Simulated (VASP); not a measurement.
Wanted: the native input for a VASP 6.6.1 run.

- Task: single point
- Functional: PBE
- Potentials or basis: VASP PAW PBE potentials, release 64 (Te)
- Cutoff: 520 eV
- k mesh: 6 × 4 × 4
- Occupations: gaussian, width 0.2 eV
- Spin: no spin polarisation
- Dipole correction: no
- Further INCAR settings: ALGO = Normal; EDIFF = 1e-07; NBANDS = 20

The structure of Te lies in POSCAR:

```
Te
1.0
   -2.3871161525      2.3842841183     -0.0058208730
    0.0093889352      0.0208107271     -6.1842252128
   -4.5140820326     -4.5047006392      0.0201185346
Te
4
Direct
    0.5003127566      0.7500727496      0.7499962864
    0.4997274526      0.2499912633      0.7499946322
    0.5001811230      0.7499858256      0.2500066232
    0.4997786677      0.2499501614      0.2500024581
```

These files were run (other wordings do the same):

INCAR

```
ALGO = Normal ; EDIFF = 1E-7
ENCUT = 520 ; GGA = PE
ISIF = 2 ; ISMEAR = 0
LASPH = T ; LCHARG = F
LREAL = F ; LWAVE = F
NBANDS = 20 ; NELM = 100
PREC = Accurate ; SIGMA = 0.2
```

KPOINTS

```
k-points
0
Gamma
  6 4 4
```

Potentials or basis: VASP PAW PBE potentials, release 64 (Te).

The run is started by

```console
$ cat potpaw_PBE.64/Te/POTCAR > POTCAR
$ mpirun -np 1 vasp_std > vasp.out
```

Results of the run:

| Item | Value |
| --- | --- |
| Pressure | -0.1 GPa |
| Band gap on the k mesh | zero (bands 12 and 13 overlap by 3.02 eV) |

Caveat: spin-orbit coupling is left out, which moves the levels of the heavy elements.

Run time: 45 s on 1 thread of Intel(R) Xeon(R) 6975P-C (Granite Rapids), with other jobs on the host, peak memory 0.28 GiB.
